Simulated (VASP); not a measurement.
Write the native input for VASP 6.6.1 that does the following.

- Task: single point
- Functional: PBE
- Potentials or basis: VASP PAW PBE potentials, release 64 (Li_sv, Tm_3, H), 4f in core
- Cutoff: 750 eV
- k mesh: 4 × 4 × 4
- Occupations: gaussian, width 0.15 eV
- Spin: no spin polarisation
- Dipole correction: no
- Further INCAR settings: ALGO = Normal; EDIFF = 1e-06; NBANDS = 17

The structure of LiTmH4 lies in POSCAR:

```
LiTmH4
1.0
   -1.7516491291      2.8872428378      2.4734907656
    1.7516491291     -2.8872428378      2.4734907656
    1.7516491291      2.8872428378     -2.4734907656
Li Tm H
1 1 4
Direct
    0.5000180601      0.5000180601      0.0000000000
    0.9999236424      0.4999236424      0.5000000000
    1.0243924013      0.2071615193      0.8172308819
    0.6099990364      0.7928862569      0.8171127795
   -0.0242265226      0.7928862569      0.1828872205
    0.3899306374      0.2071615193      0.1827691181
```

The cell was generated, and may not be a known phase.

The input as run:

INCAR

```
SYSTEM = LiTmH4
PREC = Accurate ; ENCUT = 750
EDIFF = 1E-6 ; ISMEAR = 0
SIGMA = 0.15 ; LREAL = .FALSE.
LASPH = .TRUE. ; NELM = 200
ALGO = Normal ; ISIF = 2
LWAVE = .FALSE. ; LCHARG = .FALSE.
GGA = PE ; NBANDS = 17
GGA_COMPAT = .FALSE. ; LMAXMIX = 6
```

KPOINTS

```
Automatic mesh
0
G
  4 4 4
  0 0 0
```

Potentials or basis: VASP PAW PBE potentials, release 64 (Li_sv, Tm_3, H), 4f in core.

Run with:

```sh
$ cat potpaw_PBE.64/Li_sv/POTCAR potpaw_PBE.64/Tm_3/POTCAR potpaw_PBE.64/H/POTCAR > POTCAR
$ mpirun -np 1 vasp_std > vasp.out
```

Results of the run:

| Item | Value |
| --- | --- |
| Pressure | 0.2 GPa |
| Largest force | 0.013 eV/Å |
| Band gap on the k mesh | zero (bands 8 and 9 overlap by 1.21 eV) |

Caveat: the k points lie up to 0.52 Å⁻¹ apart, too coarse for converged energies and pressures of a metal; spin-orbit coupling is left out, which moves the levels of the heavy elements; the 4f electrons are frozen in the core, so they carry no moment and show no levels.

Wall time 34 s on 1 thread of Intel Xeon 8259CL (shared host), peak memory 0.25 GiB.
